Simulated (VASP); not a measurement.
## Sr: electric field gradients with PBE

Crystal: Sr.

```
CELL_PARAMETERS angstrom
-2.47256 2.47256 2.47256
2.47256 -2.47256 2.47256
2.47256 2.47256 -2.47256
ATOMIC_POSITIONS crystal
Sr 0.00000 0.00000 0.00000
```

This isn't the form of Sr at room conditions, which is fcc.

```
Program                : VASP 6.6.1
Task                   : electric field gradients
Functional             : PBE
Potentials or basis    : VASP PAW PBE potentials, release 64 (Sr_sv)
Cutoff                 : 520 eV
k mesh                 : 12 × 12 × 12
Occupations            : fermi-dirac, width 0.05 eV
Spin                   : no spin polarisation
Dipole correction      : no
Further INCAR settings : ALGO = Normal; EDIFF = 1e-08; NBANDS = 11
```

| Property | Result |
| --- | --- |
| Pressure | -1.1 GPa |
| Band gap on the k mesh | zero (bands 5 and 6 overlap by 0.34 eV) |
| Largest electric field gradient by atom | under 0.05 V/Å² on every atom |

Levels at points of the mesh, in eV from the Fermi level:
| k point | band 3 | band 4 | band 5 | band 6 | band 7 | band 8 |
| --- | --- | --- | --- | --- | --- | --- |
| (0.00, 0.00, 0.00) | -18.73 | -18.73 | -3.52 | 2.23 | 2.23 | 2.23 |
| (0.50, 0.00, 0.00) | -18.78 | -18.73 | -0.97 | 0.08 | 1.18 | 3.23 |
| (0.50, 0.50, 0.50) | -18.84 | -18.84 | -0.05 | -0.05 | 3.23 | 3.23 |

Wall time 19 s on 1 thread of Intel(R) Xeon(R) Platinum 8488C (Sapphire Rapids), on a shared host, peak memory 0.2 GiB.
